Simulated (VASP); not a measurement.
A run of VASP 6.6.1 is set up as follows.

File INCAR:

```
ALGO     = Normal         # electronic algorithm
EDIFF    = 1E-6           # SCF threshold, eV
EDIFFG   = -0.01          # ionic threshold
ENCUT    = 600            # plane-wave cutoff, eV
GGA      = PE             # functional
IBRION   = 2              # ionic algorithm
ISIF     = 3              # what is computed and relaxed
ISMEAR   = 0              # smearing method
LASPH    = True           # aspherical terms in the spheres
LCHARG   = False          # write CHGCAR
LREAL    = False          # projectors in reciprocal space
LWAVE    = False          # write WAVECAR
NELM     = 80             # most SCF steps
NSW      = 100            # ionic steps
PREC     = Accurate       # precision mode
SIGMA    = 0.1            # smearing width, eV
```

Contents of KPOINTS:

```
k-points
0
Gamma
  16 16 16
```

POSCAR

```
CdSe
1.0
    0.0000000000      2.8739581100      2.8739581100
    2.8739581100      0.0000000000      2.8739581100
    2.8739581100      2.8739581100      0.0000000000
Cd Se
1 1
Direct
    0.0000000000      0.0000000000      0.0000000000
    0.5000000000      0.5000000000      0.5000000000
```

Potentials or basis: VASP PAW PBE potentials, release 64 (Cd, Se).

Run with:

```console
$ cat potpaw_PBE.64/Cd/POTCAR potpaw_PBE.64/Se/POTCAR > POTCAR
$ mpirun -np 1 vasp_std > vasp.out
```

(1) What does it give for the band gap on the k mesh?

Answers

(1) zero (bands 9 and 10 overlap by 0.44 eV).

Caveat: the relaxation stopped at its first step, so nothing moved; semilocal functionals underestimate gaps, so a narrow gap can read as zero.
